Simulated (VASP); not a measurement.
**SrO: single point with r2SCAN**

Crystal: SrO.

```
CELL_PARAMETERS angstrom
4.10947 0.00000 0.00000
-2.05474 3.69795 0.00000
0.00000 0.00000 5.14446
ATOMIC_POSITIONS crystal
Sr 0.33672 0.67344 0.25000
Sr 0.66328 0.32656 0.75000
O 0.66475 0.32949 0.25000
O 0.33525 0.67051 0.75000
```

This cell differs from its parent crystal: uniaxial x strain -3.8%.

| Quantity | Value |
| --- | --- |
| Program | VASP 6.6.1 |
| Task | single point |
| Functional | r2SCAN |
| Potentials or basis | VASP PAW PBE potentials, release 64 (Sr_sv, O) |
| Cutoff | 520 eV |
| k mesh | 12 × 12 × 6 |
| Occupations | gaussian, width 0.01 eV |
| Spin | no spin polarisation |

```
Pressure               : 3.6 GPa
Largest force          : 0.005 eV/Å
Band gap on the k mesh : 3.20 eV, indirect (least direct gap 3.21 eV)
```

Forces in eV/Å, atoms in the order of the input:
```
Sr   0.000  0.005  0.000
Sr   0.000 -0.005  0.000
O    0.000 -0.002  0.000
O    0.000  0.002  0.000
```

Stress tensor (GPa, compression positive):
```
4.60 0.00 0.00
0.00 4.04 0.00
0.00 0.00 2.01
```

Levels at points of the mesh, in eV from the valence-band top:
```csv
k point,band 13,band 14,band 15,band 16,band 17,band 18,band 19,band 20
"(0.00, 0.00, 0.00)",-0.90,-0.89,-0.30,-0.01,3.20,6.75,7.04,7.88
"(0.50, 0.00, 0.00)",-0.36,-0.35,-0.28,-0.22,4.83,5.26,5.63,8.11
"(0.00, 0.50, 0.00)",-0.38,-0.36,-0.29,-0.24,4.70,5.44,5.91,7.93
"(0.00, 0.00, 0.50)",-1.11,-1.11,-1.10,-1.10,4.92,4.92,8.62,8.62
"(0.50, 0.00, 0.50)",-0.89,-0.89,-0.36,-0.36,5.43,5.43,8.07,8.07
"(0.00, 0.50, 0.50)",-0.93,-0.93,-0.37,-0.37,5.38,5.38,8.28,8.28
```

Wall time 14 min on 1 thread of Intel(R) Xeon(R) Platinum 8259CL CPU @ 2.50GHz (Skylake/Cascade Lake), with other jobs on the host, peak memory 0.41 GiB.

Caveat: the cell differs from its parent crystal (uniaxial x strain -3.8%); the PAW data sets were made with another functional, which shifts forces and pressure a little. A k mesh can miss the band edges.
